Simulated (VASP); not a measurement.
Write the native input for VASP 6.6.1 that does the following.

- Task: single point
- Functional: PBE
- Potentials or basis: VASP PAW PBE potentials, release 64 (Pt, H)
- Cutoff: 520 eV
- k mesh: 5 × 5 × 1
- Occupations: gaussian, width 0.1 eV
- Spin: no spin polarisation
- Dipole correction: yes
- Further INCAR settings: ALGO = Normal; EDIFF = 1e-06; NBANDS = 74

The structure of HPt6 lies in POSCAR:

```
HPt6
1.0
    5.6143281343      0.0000000000      0.0000000000
    0.0000000000      5.6143281343      0.0000000000
    0.0000000000      0.0000000000     21.8513792319
Pt H
12 2
Direct
    0.2500000000      0.2500000000      0.1830548066
    0.2500000000      0.7500000000      0.1830548066
    0.7500000000      0.2500000000      0.1830548066
    0.7500000000      0.7500000000      0.1830548066
    0.0000000000      0.0000000000      0.2712126041
    0.0000000000      0.5000000000      0.2712126041
    0.5000000000      0.0000000000      0.2712126041
    0.5000000000      0.5000000000      0.2712126041
    0.2500000000      0.2500000000      0.3593081768
    0.2500000000      0.7500000000      0.3593081768
    0.7500000000      0.2500000000      0.3593081768
    0.7500000000      0.7500000000      0.3593081768
   -0.0578876033      0.0000000000      0.4238349961
    0.0578876033      0.0000000000      0.4238349961
```

These files were run (other wordings do the same):

INCAR

```
ALGO     = Normal         # electronic algorithm
DIPOL    = 0.5 0.5 0.293
EDIFF    = 1E-6           # SCF threshold, eV
ENCUT    = 520            # plane-wave cutoff, eV
GGA      = PE             # functional
IDIPOL   = 3            
ISIF     = 2              # what is computed and relaxed
ISMEAR   = 0              # smearing method
LASPH    = T              # aspherical terms in the spheres
LCHARG   = F              # write CHGCAR
LDIPOL   = T            
LREAL    = F              # projectors in reciprocal space
LWAVE    = F              # write WAVECAR
NBANDS   = 74             # bands
NELM     = 80             # most SCF steps
PREC     = Accurate       # precision mode
SIGMA    = 0.1            # smearing width, eV
```

KPOINTS

```
k-points
0
Gamma
  5 5 1
```

Potentials or basis: VASP PAW PBE potentials, release 64 (Pt, H).

Launch:

```bash
$ cat potpaw_PBE.64/Pt/POTCAR potpaw_PBE.64/H/POTCAR > POTCAR
$ mpirun -np 1 vasp_std > vasp.out
```

It gave:

```json
{"Largest force": "6.794 eV/Å", "Band gap on the k mesh": "zero (bands 61 and 62 overlap by 0.15 eV)"}
```

Caveat: spin-orbit coupling is left out, which moves the levels of the heavy elements.

It took 12 min on 1 thread of Intel(R) Xeon(R) 6975P-C (Granite Rapids), with other jobs on the host, peak memory 0.78 GiB.
